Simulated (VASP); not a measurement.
# SnO (Pmn2_1) in VASP: a series of runs

SnO is run at these levels: r2SCAN; tasks: single point.

Everything below comes from runs of VASP 6.6.1. Logs are shortened: lines on timing, memory, paths and dates and some standing lists are left out, and cuts for length are marked.

## (1) The cell of the first run

It takes space group Pmn2_1 (No. 31, orthorhombic). Conventional cell: a = 3.355 Å, b = 5.646 Å, c = 4.222 Å, α = 90.00°, β = 90.00°, γ = 90.00°. Sn (site symmetry m) has 3 O at 2.14 to 2.16 Å within 2.8 Å. O (site symmetry m) has 3 Sn at 2.14 to 2.16 Å within 2.8 Å.

## (2) Single point, r2SCAN (strain -0.0050 x Voigt [0, 1, 0, 0, 0, 0])

Input file POSCAR:

```
SnO
1.0
    3.3550050000      0.0000000000      0.0000000000
    0.0000000000      5.6457334800      0.0000000000
    0.0000000000      0.0000000000      4.2219700000
Sn O
2 2
Direct
    0.0000000000      0.2319090000      0.5131440000
    0.5000000000      0.7680910000      0.0131440000
    0.0000000000      0.8912500000      0.7368570000
    0.5000000000      0.1087500000      0.2368570000
```

Input file INCAR.step1:

```
ALGO     = Normal         # electronic algorithm
EDIFF    = 1E-4           # SCF threshold, eV
ENCUT    = 520            # plane-wave cutoff, eV
GGA      = PE             # functional
ISMEAR   = 0              # smearing method
LASPH    = True           # aspherical terms in the spheres
LCHARG   = False          # write CHGCAR
LREAL    = False          # projectors in reciprocal space
LWAVE    = True           # write WAVECAR
NBANDS   = 28             # bands
NELM     = 80             # most SCF steps
PREC     = Accurate       # precision mode
SIGMA    = 0.05           # smearing width, eV
```

Input file INCAR.step2:

```
ALGO     = Normal         # electronic algorithm
EDIFF    = 1E-7           # SCF threshold, eV
ENCUT    = 520            # plane-wave cutoff, eV
ISIF     = 2              # what is computed and relaxed
ISMEAR   = 0              # smearing method
ISTART   = 1            
LASPH    = True           # aspherical terms in the spheres
LCHARG   = False          # write CHGCAR
LMIXTAU  = True         
LREAL    = False          # projectors in reciprocal space
LWAVE    = False          # write WAVECAR
METAGGA  = R2SCAN         # meta-GGA
NBANDS   = 28             # bands
NELM     = 80             # most SCF steps
PREC     = Accurate       # precision mode
SIGMA    = 0.05           # smearing width, eV
```

Input file KPOINTS:

```
k-points
0
Gamma
  8 6 6
```

Potentials or basis: VASP PAW PBE potentials, release 64 (Sn_d, O).

Run with:

```console
cat potpaw_PBE.64/Sn_d/POTCAR potpaw_PBE.64/O/POTCAR > POTCAR
cp INCAR.step1 INCAR
mpirun -np 1 vasp_std > vasp.out
cp INCAR.step2 INCAR
mpirun -np 1 vasp_std > vasp.out
```

OUTCAR:

```text
EDIFF = 1E-7
   ENCUT = 520
   ISIF = 2
   ISMEAR = 0
   ISTART = 1
   LASPH = True
   LREAL = False
   METAGGA = R2SCAN
   NELM = 80
   PREC = Accurate

 ion  position               nearest neighbor table
   1  0.000  0.232  0.513-   3 2.14   4 2.16   4 2.16
   2  0.500  0.768  0.013-   4 2.14   3 2.16   3 2.16
   3  0.000  0.891  0.737-   1 2.14   2 2.16   2 2.16
   4  0.500  0.109  0.237-   2 2.14   1 2.16   1 2.16

  LATTYP: Found a simple orthorhombic cell.
 ALAT       =     3.3550050000
 B/A-ratio  =     1.2584094510
 C/A-ratio  =     1.6827794534

  Lattice vectors:

 A1 = (  -3.3550050000,   0.0000000000,   0.0000000000)
 A2 = (   0.0000000000,   0.0000000000,   4.2219700000)
 A3 = (   0.0000000000,   5.6457334800,   0.0000000000)

Analysis of symmetry for initial positions (statically):
=====================================================================
 Subroutine PRICEL returns:
 Original cell was already a primitive cell.

 Routine SETGRP: Setting up the symmetry group for a
 simple orthorhombic supercell.

 Subroutine GETGRP returns: Found  4 space group operations
 (whereof  2 operations were pure point group operations)
 out of a pool of  8 trial point group operations.

The static configuration has the point symmetry C_1h.
 The point group associated with its full space group is C_2v.

Analysis of symmetry for dynamics (positions and initial velocities):
=====================================================================
 Subroutine PRICEL returns:
 Original cell was already a primitive cell.

 Routine SETGRP: Setting up the symmetry group for a
 simple orthorhombic supercell.

 Subroutine GETGRP returns: Found  4 space group operations
 (whereof  2 operations were pure point group operations)
 out of a pool of  8 trial point group operations.

The dynamic configuration has the point symmetry C_1h.
 The point group associated with its full space group is C_2v.

 Subroutine INISYM returns: Found  4 space group operations
 (whereof  2 operations are pure point group operations),
 and found     1 'primitive' translations

----------------------------------------------------------------------------------------

                                     Primitive cell

  volume of cell :      79.9703

  direct lattice vectors                    reciprocal lattice vectors
[... 90 lines left out ...]
   NELM   =     80;   NELMIN=  2; NELMDL=  0     # of ELM steps
   EDIFF  = 0.1E-06   stopping-criterion for ELM
   LREAL  =      F    real-space projection
   EDIFFG = 0.1E-05   stopping-criterion for IOM
   NSW    =      0    number of steps for IOM
   IBRION =     -1    ionic relax: 0-MD 1-quasi-New 2-CG
   NFREE  =      0    steps in history (QN), initial steepest desc. (CG)
   ISIF   =      2    stress and relaxation
   ISYM   =      2    0-nonsym 1-usesym 2-fastsym
   POTIM  = 0.5000    time-step for ionic-motion
   TEBEG  =    0.0;   TEEND  =   0.0 temperature during run
   PSTRESS=    0.0 pullay stress
   NELECT =      40.0000    total number of electrons
   NUPDOWN=      -1.0000    fix difference up-down
   EMIN   =  10.00;   EMAX   =-10.00  energy-range for DOS
   EFERMI =   0.00;   METHOD = LEGACY
   ISMEAR =     0;   SIGMA  =   0.05  broadening in eV -4-tet -1-fermi 0-gaus
   EFERMI_NEDOS =   21; number of points for ismear=-14 and -15
   IALGO  =     38    algorithm
   IMIX   =      4    mixing-type and parameters
     AMIX     =   0.40;   BMIX     =  1.00
     AMIX_MAG =   1.60;   BMIX_MAG =  1.00
  volume/ion in A,a.u.               =      19.99       134.92
  Fermi-wavevector in a.u.,A,eV,Ry     =   1.299527  2.455750 22.977112  1.688770
  Thomas-Fermi vector in A             =   2.430785
   LORBIT       =      0    0 simple, 1 ext, 2 COOP (PROOUT), +10 PAW based schemes
   METAGGA = R2SCAN    functional components
   LHFCALC =     F    Hartree Fock is set to
   AEXX    =    0.0000 exact exchange contribution
   IVDW    =     0    specifies the selected vdW correction
   LEPSILON=     F    determine dielectric tensor
   LRPA    =     F    only Hartree local field effects (RPA)
 non-spin polarized calculation
 Gauss-broadening in eV      SIGMA  =   0.05
  energy-cutoff  :      520.00
  volume of cell :       79.97
 maximum number of plane-waves:      2172
 NGX is ok and might be reduce to    28
   NGX = 13   NGY = 21   NGZ = 15

 number of electron      39.9999989 magnetization

 Free energy of the ion-electron system (eV)
  ---------------------------------------------------
  ext. energy  EPLUGINS =         0.00000000
  ---------------------------------------------------
  free energy    TOTEN  =       -66.56223519 eV

  energy without entropy =      -66.56223519  energy(sigma->0) =      -66.56223519

 E-fermi :   5.0041     XC(G=0): -10.1621

 val. band max:        4.6979201104   @ k =   0.0000   0.0000   0.0000
 cond. band min:       6.3735339214   @ k =   0.3750   0.5000   0.0000
 fundamental gap:      1.6756138110
 Fermi energy:         5.0040812808

 k-point     1 :       0.0000    0.0000    0.0000
  band No.  band energies     occupation
      1     -17.2712      2.00000
      2     -16.8345      2.00000
      3     -16.7281      2.00000
      4     -16.7179      2.00000
      5     -16.6884      2.00000
      6     -16.6470      2.00000
[... 733 lines left out ...]
     27      14.3780      0.00000
     28      15.4707      0.00000

 [... further k-points ...]

------------------------ aborting loop because EDIFF is reached ----------------------------------------

  FORCE on cell =-STRESS in cart. coord.  units (eV):
  Direction    XX          YY          ZZ          XY          YZ          ZX
  --------------------------------------------------------------------------------------
  -------------------------------------------------------------------------------------
  Total       -1.6322524     -0.6842176     -1.0280361      0.0000000      0.0000000      0.0000000
  in kB      -32.7016166    -13.7080640    -20.5963490      0.0000000      0.0000000      0.0000000
  external PRESSURE =     -22.3353432 kB  Pullay stress =       0.0000000 kB

 VOLUME and BASIS-vectors are now :
 -----------------------------------------------------------------------------
  energy-cutoff  :      520.00
  volume of cell :       79.97
      direct lattice vectors                 reciprocal lattice vectors
     3.355005000  0.000000000  0.000000000     0.298062149  0.000000000  0.000000000
     0.000000000  5.645733480  0.000000000     0.000000000  0.177124904  0.000000000
     0.000000000  0.000000000  4.221970000     0.000000000  0.000000000  0.236856254

 POSITION                                       TOTAL-FORCE (eV/Angst)
 -----------------------------------------------------------------------------------
      0.00000      1.30930      2.16648         0.000000     -0.388957     -0.152707
      1.67750      4.33644      0.05549         0.000000      0.388957     -0.152707
      0.00000      5.03176      3.11099         0.000000      0.170205      0.152707
      1.67750      0.61397      1.00000         0.000000     -0.170205      0.152707
 -----------------------------------------------------------------------------------
    total drift:                                0.000000      0.000000     -0.005391

  FREE ENERGIE OF THE ION-ELECTRON SYSTEM (eV)
  ---------------------------------------------------
  free  energy   TOTEN  =       -66.5622351906 eV

  energy  without entropy=      -66.5622351906  energy(sigma->0) =      -66.56223519
```

OUTCAR.step1:

```text
EDIFF = 1E-4
   ENCUT = 520
   GGA = PE
   ISMEAR = 0
[... 977 lines left out ...]
      0.00000      1.30930      2.16648         0.000000      0.060719      0.001196
      1.67750      4.33644      0.05549         0.000000     -0.060719      0.001196
      0.00000      5.03176      3.11099         0.000000      0.036514     -0.001196
      1.67750      0.61397      1.00000         0.000000     -0.036514     -0.001196
 -----------------------------------------------------------------------------------
    total drift:                                0.000000      0.000000     -0.000381

  FREE ENERGIE OF THE ION-ELECTRON SYSTEM (eV)
  ---------------------------------------------------
  free  energy   TOTEN  =       -22.4401466504 eV

  energy  without entropy=      -22.4401466504  energy(sigma->0) =      -22.44014665
```

OSZICAR.step1:

```text
N       E                     dE             d eps       ncg     rms          rms(c)
DAV:   1     0.434903652120E+03    0.43490E+03   -0.20248E+04  4624   0.209E+03
DAV:   2     0.422587932114E+02   -0.39264E+03   -0.37716E+03  4704   0.540E+02
DAV:   3    -0.231668287503E+02   -0.65426E+02   -0.64279E+02  5164   0.187E+02
DAV:   4    -0.263499476296E+02   -0.31831E+01   -0.31686E+01  5220   0.448E+01
DAV:   5    -0.264285992506E+02   -0.78652E-01   -0.78637E-01  5004   0.756E+00    0.120E+01
DAV:   6    -0.225229412005E+02    0.39057E+01   -0.17821E+01  7332   0.475E+01    0.532E+00
DAV:   7    -0.224700653339E+02    0.52876E-01   -0.22737E+00  5204   0.916E+00    0.261E+00
DAV:   8    -0.224489238048E+02    0.21142E-01   -0.34492E-01  5788   0.399E+00    0.819E-01
DAV:   9    -0.224390241391E+02    0.98997E-02   -0.51467E-02  7236   0.231E+00    0.245E-01
DAV:  10    -0.224407307242E+02   -0.17066E-02   -0.91731E-03  6292   0.872E-01    0.171E-01
DAV:  11    -0.224401003547E+02    0.63037E-03   -0.24084E-03  6920   0.467E-01    0.225E-02
DAV:  12    -0.224401466504E+02   -0.46296E-04   -0.40509E-04  4692   0.112E-01
   1 F= -.22440147E+02 E0= -.22440147E+02  d E =-.108935E-12
```

Run time: 8 min. Hardware: 1 thread of Intel Xeon Platinum 8259CL at 2.50GHz (Skylake/Cascade Lake), shared host; peak memory 0.3 GiB.

What came out:

* Free energy: -66.5622 eV
* Pressure: -2.2 GPa
* Largest force: 0.418 eV/Å
* Band gap on the k mesh: 1.68 eV (least direct gap 2.32 eV)

Forces in eV/Å, atoms in the order of the input:
```
Sn   0.000 -0.389 -0.153
Sn   0.000  0.389 -0.153
O    0.000  0.170  0.153
O    0.000 -0.170  0.153
```

Levels at points of the mesh, in eV from the valence-band top:
| k point | band 16 | band 17 | band 18 | band 19 | band 20 | band 21 | band 22 | band 23 | band 24 | band 25 |
| --- | --- | --- | --- | --- | --- | --- | --- | --- | --- | --- |
| (0.00, 0.00, 0.00) | -4.04 | -3.70 | -2.84 | -2.24 | 0.00 | 3.01 | 3.61 | 6.37 | 6.40 | 8.53 |
| (0.50, 0.00, 0.00) | -4.66 | -2.80 | -2.80 | -1.28 | -1.28 | 2.91 | 2.91 | 5.99 | 5.99 | 7.19 |
| (0.00, 0.50, 0.00) | -4.08 | -4.01 | -2.86 | -1.73 | -1.48 | 3.74 | 4.27 | 5.23 | 5.65 | 7.35 |
| (0.50, 0.50, 0.00) | -4.51 | -2.87 | -2.87 | -0.91 | -0.91 | 2.20 | 2.20 | 6.70 | 6.70 | 7.80 |
| (0.00, 0.00, 0.50) | -3.54 | -3.41 | -3.41 | -1.79 | -1.79 | 3.07 | 3.07 | 5.73 | 5.73 | 8.47 |
| (0.50, 0.00, 0.50) | -4.26 | -3.29 | -3.29 | -1.12 | -1.12 | 2.38 | 2.38 | 5.02 | 5.02 | 7.51 |
| (0.00, 0.50, 0.50) | -3.40 | -3.07 | -3.07 | -1.56 | -1.56 | 2.23 | 2.23 | 6.56 | 6.56 | 8.35 |
| (0.50, 0.50, 0.50) | -4.39 | -3.58 | -3.58 | -0.47 | -0.47 | 2.69 | 2.69 | 4.61 | 4.61 | 6.68 |

Caveat: the cell differs from its parent crystal (strain -0.0050 x Voigt [0, 1, 0, 0, 0, 0]); the PAW data sets were made with another functional, which shifts forces and pressure a little; spin-orbit coupling is left out, which moves the levels of the heavy elements. A k mesh can miss the band edges.

(Continued in part 2 of 2.)
